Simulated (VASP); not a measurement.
# MgO (I4mm) in VASP: further runs

MgO is run at these levels: PBE; tasks: single point.

Program: VASP 6.6.1. These are calculated values, not measurements. Logs are shortened: lines on timing, memory, paths and dates and some standing lists are left out, and cuts for length are marked.

## (1) The cell of the first run

Symmetry: I4mm, No. 107, tetragonal system. The conventional cell has a = 3.008 Å, b = 3.008 Å, c = 4.254 Å, α = 90.00°, β = 90.00°, γ = 90.00°. Within 2.7 Å of Mg (site symmetry 4mm) lie 6 O at 2.03 to 2.23 Å. O (site symmetry 4mm) has 6 Mg at 2.03 to 2.23 Å within 2.7 Å.

## (2) Single point, PBE (all Mg atoms moved -0.100 Å, as atom 1 along Cartesian [0 1 0])

The input, INCAR:

```
SYSTEM = MgO
  PREC = Accurate
  ENCUT = 520
  EDIFF = 1E-7
  ISMEAR = 0
  SIGMA = 0.05
  LREAL = .FALSE.
  LASPH = .TRUE.
  NELM = 100
  ALGO = Normal
  ISIF = 2
  LWAVE = .FALSE.
  LCHARG = .TRUE.
  GGA = PE
  LELF = .TRUE.
  LVHAR = .TRUE.
  NBANDS = 11
```

The input, KPOINTS:

```
regular mesh
0
G
  10 10 10
  0 0 0
```

The input, POSCAR:

```
MgO
1.0
    0.0000000000      2.1269229054      2.1269229054
    2.1269229054      0.0000000000      2.1269229054
    2.1269229054      2.1269229054      0.0000000000
Mg O
1 1
Direct
   -0.0235081393      0.0235081393     -0.0235081393
    0.5000000000      0.5000000000      0.5000000000
```

Potentials or basis: VASP PAW PBE potentials, release 64 (Mg, O).

Launch:

```console
> cat potpaw_PBE.64/Mg/POTCAR potpaw_PBE.64/O/POTCAR > POTCAR
> mpirun -np 1 vasp_std > vasp.out
```

OUTCAR:

```text
SYSTEM = MgO
   PREC = Accurate
   ENCUT = 520
   EDIFF = 1E-7
   ISMEAR = 0
   LREAL = .FALSE.
   LASPH = .TRUE.
   NELM = 100
   ISIF = 2
   GGA = PE

 ion  position               nearest neighbor table
   1  0.976  0.024  0.976-   2 2.03   2 2.13   2 2.13   2 2.13   2 2.13   2 2.23
   2  0.500  0.500  0.500-   1 2.03   1 2.13   1 2.13   1 2.13   1 2.13   1 2.23

  LATTYP: Found a face centered cubic cell.
 ALAT       =     4.2538458108

  Lattice vectors:

 A1 = (   0.0000000000,   2.1269229054,   2.1269229054)
 A2 = (   2.1269229054,   0.0000000000,   2.1269229054)
 A3 = (   2.1269229054,   2.1269229054,   0.0000000000)

Analysis of symmetry for initial positions (statically):
=====================================================================
 Subroutine PRICEL returns:
 Original cell was already a primitive cell.

 Routine SETGRP: Setting up the symmetry group for a
 face centered cubic supercell.

 Subroutine GETGRP returns: Found  8 space group operations
 (whereof  8 operations were pure point group operations)
 out of a pool of 48 trial point group operations.

The static configuration has the point symmetry C_4v.

Analysis of symmetry for dynamics (positions and initial velocities):
=====================================================================
 Subroutine PRICEL returns:
 Original cell was already a primitive cell.

 Routine SETGRP: Setting up the symmetry group for a
 face centered cubic supercell.

 Subroutine GETGRP returns: Found  8 space group operations
 (whereof  8 operations were pure point group operations)
 out of a pool of 48 trial point group operations.

The dynamic configuration has the point symmetry C_4v.

 Subroutine INISYM returns: Found  8 space group operations
 (whereof  8 operations are pure point group operations),
 and found     1 'primitive' translations

----------------------------------------------------------------------------------------

                                     Primitive cell

  volume of cell :      19.2436

  direct lattice vectors                    reciprocal lattice vectors
     0.000000000  2.126922905  2.126922905    -0.235081393  0.235081393  0.235081393
     2.126922905  0.000000000  2.126922905     0.235081393 -0.235081393  0.235081393
     2.126922905  2.126922905  0.000000000     0.235081393  0.235081393 -0.235081393

  length of vectors
     3.007923219  3.007923219  3.007923219     0.407172917  0.407172917  0.407172917

  position of ions in fractional coordinates (direct lattice)
     0.976491861  0.023508139  0.976491861
     0.500000000  0.500000000  0.500000000

  ion indices of the primitive-cell ions
   primitive index   ion index
                 1           1
                 2           2

----------------------------------------------------------------------------------------

 KPOINTS: regular mesh

Automatic generation of k-mesh.
 Grid dimensions read from file:
 generate k-points for:   10   10   10

 Generating k-lattice:

  Cartesian coordinates                     Fractional coordinates (reciprocal lattice)
    -0.023508139  0.023508139  0.023508139     0.100000000  0.000000000  0.000000000
     0.023508139 -0.023508139  0.023508139     0.000000000  0.100000000  0.000000000
     0.023508139  0.023508139 -0.023508139     0.000000000  0.000000000  0.100000000

  Length of vectors
     0.040717292  0.040717292  0.040717292

  Shift w.r.t. Gamma in fractional coordinates (k-lattice)
     0.000000000  0.000000000  0.000000000

 Subroutine IBZKPT returns following result:
 ===========================================

 Found    102 irreducible k-points:

 Following reciprocal coordinates:
            Coordinates               Weight
  0.000000  0.000000  0.000000      1.000000
  0.100000  0.000000  0.000000      8.000000
  0.200000  0.000000  0.000000      8.000000
  0.300000  0.000000  0.000000      8.000000
  0.400000  0.000000  0.000000      8.000000
  0.500000  0.000000  0.000000      4.000000
[... 16 lines left out ...]
 -0.100000  0.100000  0.000000      8.000000
  0.100000  0.000000 -0.100000      4.000000
 [... further k-points ...]
   k-points           NKPTS =    102   k-points in BZ     NKDIM =    102   number of bands    NBANDS=     11
   number of dos      NEDOS =    301   number of ions     NIONS =      2
   total plane-waves  NPLWV =  13824
   dimension x,y,z NGX =    24 NGY =   24 NGZ =   24
   dimension x,y,z NGXF=    48 NGYF=   48 NGZF=   48
   ions per type =               1   1
   NGX,Y,Z   is equivalent  to a cutoff of  13.26, 13.26, 13.26 a.u.
   NGXF,Y,Z  is equivalent  to a cutoff of  26.53, 26.53, 26.53 a.u.
 SYSTEM =  MgO
   PREC   = accura    normal or accurate (medium, high low for compatibility)
   ISTART =      0    job   : 0-new  1-cont  2-samecut
   ICHARG =      2    charge: 1-file 2-atom 10-const
   ISPIN  =      1    spin polarized calculation?
   LNONCOLLINEAR =      F non collinear calculations
   LSORBIT =      F    spin-orbit coupling
   LASPH  =      T    aspherical Exc in radial PAW
   ENCUT  =  520.0 eV  38.22 Ry    6.18 a.u.   5.59  5.59  5.59*2*pi/ulx,y,z
   NELM   =    100;   NELMIN=  2; NELMDL= -5     # of ELM steps
   EDIFF  = 0.1E-06   stopping-criterion for ELM
   LREAL  =      F    real-space projection
   EDIFFG = 0.1E-05   stopping-criterion for IOM
   NSW    =      0    number of steps for IOM
   IBRION =     -1    ionic relax: 0-MD 1-quasi-New 2-CG
   NFREE  =      0    steps in history (QN), initial steepest desc. (CG)
   ISIF   =      2    stress and relaxation
   ISYM   =      2    0-nonsym 1-usesym 2-fastsym
   POTIM  = 0.5000    time-step for ionic-motion
   TEBEG  =    0.0;   TEEND  =   0.0 temperature during run
   PSTRESS=    0.0 pullay stress
   NELECT =       8.0000    total number of electrons
   NUPDOWN=      -1.0000    fix difference up-down
   EMIN   =  10.00;   EMAX   =-10.00  energy-range for DOS
   EFERMI =   0.00;   METHOD = LEGACY
   ISMEAR =     0;   SIGMA  =   0.05  broadening in eV -4-tet -1-fermi 0-gaus
   EFERMI_NEDOS =   21; number of points for ismear=-14 and -15
   IALGO  =     38    algorithm
   IMIX   =      4    mixing-type and parameters
     AMIX     =   0.40;   BMIX     =  1.00
     AMIX_MAG =   1.60;   BMIX_MAG =  1.00
  volume/ion in A,a.u.               =       9.62        64.93
  Fermi-wavevector in a.u.,A,eV,Ry     =   1.221827  2.308918 20.311613  1.492861
  Thomas-Fermi vector in A             =   2.356996
   LORBIT       =      0    0 simple, 1 ext, 2 COOP (PROOUT), +10 PAW based schemes
   GGA     = PE    functional components
   LHFCALC =     F    Hartree Fock is set to
   AEXX    =    0.0000 exact exchange contribution
   IVDW    =     0    specifies the selected vdW correction
   LEPSILON=     F    determine dielectric tensor
   LRPA    =     F    only Hartree local field effects (RPA)
 non-spin polarized calculation
 Gauss-broadening in eV      SIGMA  =   0.05
  energy-cutoff  :      520.00
  volume of cell :       19.24
 maximum number of plane-waves:       534
 NGX is ok and might be reduce to    24
   NGX = 11   NGY = 11   NGZ = 11

 number of electron       8.0000004 magnetization

 Free energy of the ion-electron system (eV)
  ---------------------------------------------------
  ext. energy  EPLUGINS =         0.00000000
  ---------------------------------------------------
  free energy    TOTEN  =       -11.88683606 eV

  energy without entropy =      -11.88683606  energy(sigma->0) =      -11.88683606

 E-fermi :   3.2902     XC(G=0): -10.9355

 val. band max:        2.9596562603   @ k =   0.0000   0.0000   0.0000
 cond. band min:       7.4011474624   @ k =   0.0000   0.0000   0.0000
 fundamental gap:      4.4414912021
 Fermi energy:         3.2902013881

 k-point     1 :       0.0000    0.0000    0.0000
  band No.  band energies     occupation
      1     -14.1510      2.00000
      2       2.9458      2.00000
      3       2.9597      2.00000
      4       2.9597      2.00000
      5       7.4011      0.00000
      6      18.6165      0.00000
      7      18.6368      0.00000
      8      18.6368      0.00000
      9      22.4171      0.00000
     10      24.1860      0.00000
     11      24.2083      0.00000

 k-point     2 :       0.1000    0.0000    0.0000
  band No.  band energies     occupation
      1     -14.0510      2.00000
      2       2.3075      2.00000
      3       2.8910      2.00000
      4       2.8965      2.00000
      5       8.0322      0.00000
      6      17.3681      0.00000
      7      18.8534      0.00000
      8      18.8614      0.00000
      9      23.4097      0.00000
     10      23.4340      0.00000
     11      24.0440      0.00000

 k-point     3 :       0.2000    0.0000    0.0000
  band No.  band energies     occupation
      1     -13.7762      2.00000
      2       1.0206      2.00000
      3       2.7306      2.00000
      4       2.7362      2.00000
      5       9.2318      0.00000
      6      15.8346      0.00000
      7      19.2794      0.00000
      8      19.2923      0.00000
      9      22.7199      0.00000
     10      22.7650      0.00000
     11      24.7722      0.00000

 k-point     4 :       0.3000    0.0000    0.0000
  band No.  band energies     occupation
      1     -13.4069      2.00000
      2      -0.2540      2.00000
      3       2.5417      2.00000
      4       2.5474      2.00000
      5      10.1999      0.00000
      6      15.0755      0.00000
      7      19.3347      0.00000
      8      19.3363      0.00000
      9      23.1892      0.00000
     10      23.2128      0.00000
     11      24.1609      0.00000
[... 239 lines left out ...]
 k-point    22 :       0.1000    0.0000   -0.2000
  band No.  band energies     occupation
      1     -13.5883      2.00000
      2       0.4996      2.00000
      3       2.3251      2.00000
      4       2.6998      2.00000
      5       9.9875      0.00000
      6      15.2297      0.00000
      7      18.7817      0.00000
      8      19.8305      0.00000
      9      21.4775      0.00000
     10      23.6087      0.00000
     11      25.8670      0.00000

 k-point    23 :      -0.1000    0.1000    0.0000
  band No.  band energies     occupation
      1     -13.8933      2.00000
      2       1.6051      2.00000
      3       2.6398      2.00000
      4       2.8472      2.00000
      5       8.8271      0.00000
      6      16.3029      0.00000
      7      18.9408      0.00000
      8      19.2883      0.00000
      9      22.1061      0.00000
     10      23.5222      0.00000
     11      25.4361      0.00000

 k-point    24 :       0.1000    0.0000   -0.1000
  band No.  band energies     occupation
      1     -13.8934      2.00000
      2       1.6023      2.00000
      3       2.6370      2.00000
      4       2.8519      2.00000
      5       8.8347      0.00000
      6      16.2926      0.00000
      7      18.9536      0.00000
      8      19.2786      0.00000
      9      22.0491      0.00000
     10      23.5273      0.00000
     11      25.5137      0.00000

 [... further k-points ...]
[... 5 lines left out ...]
  --------------------------------------------------------------------------------------
  -------------------------------------------------------------------------------------
  Total       -0.1133740      0.2787189     -0.1133740     -0.0000000      0.0000000      0.0000000
  in kB       -9.4392788     23.2055462     -9.4392788     -0.0000000      0.0000000      0.0000000
  external PRESSURE =       1.4423295 kB  Pullay stress =       0.0000000 kB

 VOLUME and BASIS-vectors are now :
 -----------------------------------------------------------------------------
  energy-cutoff  :      520.00
  volume of cell :       19.24
      direct lattice vectors                 reciprocal lattice vectors
     0.000000000  2.126922905  2.126922905    -0.235081393  0.235081393  0.235081393
     2.126922905  0.000000000  2.126922905     0.235081393 -0.235081393  0.235081393
     2.126922905  2.126922905  0.000000000     0.235081393  0.235081393 -0.235081393

 POSITION                                       TOTAL-FORCE (eV/Angst)
 -----------------------------------------------------------------------------------
      2.12692      4.15385      2.12692         0.000000      0.515068      0.000000
      2.12692      2.12692      2.12692         0.000000     -0.515068      0.000000
 -----------------------------------------------------------------------------------
    total drift:                               -0.000000     -0.000168     -0.000000

  FREE ENERGIE OF THE ION-ELECTRON SYSTEM (eV)
  ---------------------------------------------------
  free  energy   TOTEN  =       -11.8868360590 eV

  energy  without entropy=      -11.8868360590  energy(sigma->0) =      -11.88683606
```

Wall time 11 s (1 thread of Intel Xeon Platinum 8488C (Sapphire Rapids), shared host); peak memory 0.15 GiB.

Results:

```
Free energy            : -11.8868 eV
Pressure               : 0.1 GPa
Largest force          : 0.515 eV/Å
Band gap on the k mesh : 4.44 eV, direct
```

Forces in eV/Å, atoms in the order of the input:
```
Mg   0.000  0.515  0.000
O    0.000 -0.515  0.000
```

Stress tensor (GPa, compression positive):
```
-0.94  0.00  0.00
 0.00  2.32  0.00
 0.00  0.00 -0.94
```

Levels at points of the mesh, in eV from the valence-band top:
```tsv
k point	band 1	band 2	band 3	band 4	band 5	band 6	band 7	band 8
(0.00, 0.00, 0.00)	-17.11	-0.01	0.00	0.00	4.44	15.66	15.68	15.68
(0.50, 0.00, 0.00)	-15.90	-4.48	-0.62	-0.61	7.72	12.23	16.00	16.04
(0.50, 0.50, 0.00)	-15.65	-3.96	-1.31	-1.30	9.12	9.61	12.80	18.51
(0.50, 0.00, 0.50)	-15.66	-3.95	-1.30	-1.30	9.09	9.59	12.81	18.54
```

Caveat: the cell differs from its parent crystal (all Mg atoms moved -0.100 Å, as atom 1 along Cartesian [0 1 0]).

## (3) Single point, PBE (all Mg atoms moved +0.050 Å, as atom 1 along Cartesian [0 1 0])

The input, INCAR:

```
ALGO = Normal
EDIFF = 1E-6
ENCUT = 520
GGA = PE
ISIF = 2
ISMEAR = 0
LASPH = True
LCHARG = True
LELF = True
LREAL = False
LVHAR = True
LWAVE = False
NBANDS = 11
NELM = 100
PREC = Accurate
SIGMA = 0.05
```

The input, KPOINTS:

```
k-points
0
Gamma
  10 10 10
```

POSCAR: that of step 2 with these lines changed.

```diff
@@ -8,3 +8,3 @@
 Direct
-   -0.0235081393      0.0235081393     -0.0235081393
+    0.0117540697     -0.0117540697      0.0117540697
     0.5000000000      0.5000000000      0.5000000000
```

Potentials or basis: VASP PAW PBE potentials, release 64 (Mg, O).

Launch:

```console
> cat potpaw_PBE.64/Mg/POTCAR potpaw_PBE.64/O/POTCAR > POTCAR
> mpirun -np 1 vasp_std > vasp.out
```

Run time: 10 s. Hardware: 1 thread of Intel Xeon Platinum 8488C (Sapphire Rapids), shared host; peak memory 0.15 GiB.

Results (log left out):

| Quantity | Value |
| --- | --- |
| Free energy | -11.9056 eV |
| Pressure | -0.5 GPa |
| Largest force | 0.244 eV/Å |
| Band gap on the k mesh | 4.44 eV, direct |

Forces in eV/Å, atoms in the order of the input:
```
Mg   0.000 -0.244  0.000
O    0.000  0.244  0.000
```

Stress tensor (GPa, compression positive):
```
-0.82  0.00  0.00
 0.00 -0.01  0.00
 0.00  0.00 -0.82
```

Levels at points of the mesh, in eV from the valence-band top:
```
           k point  band 1  band 2  band 3  band 4  band 5  band 6  band 7  band 8
(0.00, 0.00, 0.00)  -17.11    0.00    0.00    0.00    4.44   15.64   15.64   15.64
(0.50, 0.00, 0.00)  -15.90   -4.49   -0.62   -0.62    7.71   12.26   16.01   16.02
(0.50, 0.50, 0.00)  -15.66   -3.96   -1.31   -1.31    9.09    9.64   12.79   18.52
(0.50, 0.00, 0.50)  -15.66   -3.96   -1.31   -1.31    9.09    9.63   12.79   18.53
```

Caveat: the cell differs from its parent crystal (all Mg atoms moved +0.050 Å, as atom 1 along Cartesian [0 1 0]).

(Continued in part 2 of 2.)
